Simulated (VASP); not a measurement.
LiF, 4 atoms in the cell. Symmetry: P6_3mc, No. 186, hexagonal system. The conventional cell has a = 3.379 Å, b = 3.379 Å, c = 4.697 Å, α = 90.00°, β = 90.00°, γ = 120.00°. Li (site symmetry 3m) has 4 F at 1.82 to 2.02 Å within 2.4 Å. Within 2.4 Å of F (site symmetry 3m) lie 4 Li at 1.82 to 2.02 Å.  This cell differs from its parent crystal: volume 11.615 Å^3 an atom, c/a of the conventional cell 1.3900.

- Program: VASP 6.6.1
- Task: single point
- Functional: PBE
- Potentials or basis: VASP PAW PBE potentials, release 64 (Li_sv, F)
- Cutoff: 520 eV
- k mesh: 9 × 9 × 6
- Occupations: gaussian, width 0.05 eV
- Spin: no spin polarisation
- Dipole correction: no
- Further INCAR settings: ALGO = Normal; EDIFF = 1e-07; NBANDS = 18

Potentials or basis: VASP PAW PBE potentials, release 64 (Li_sv, F).

Launch:

```console
$ cat potpaw_PBE.64/Li_sv/POTCAR potpaw_PBE.64/F/POTCAR > POTCAR
$ mpirun -np 1 vasp_std > vasp.out
```

Hardware: 1 thread of AMD EPYC 7R43 64-Core Processor (Zen 3), on a shared host.

Task: Estimate the wall time of this run.

Result: Wall time 88 s on 1 thread of AMD EPYC 7R43 64-Core Processor (Zen 3), with other jobs on the host, peak memory 0.14 GiB. Counts: scf iterations 15, k points 48.
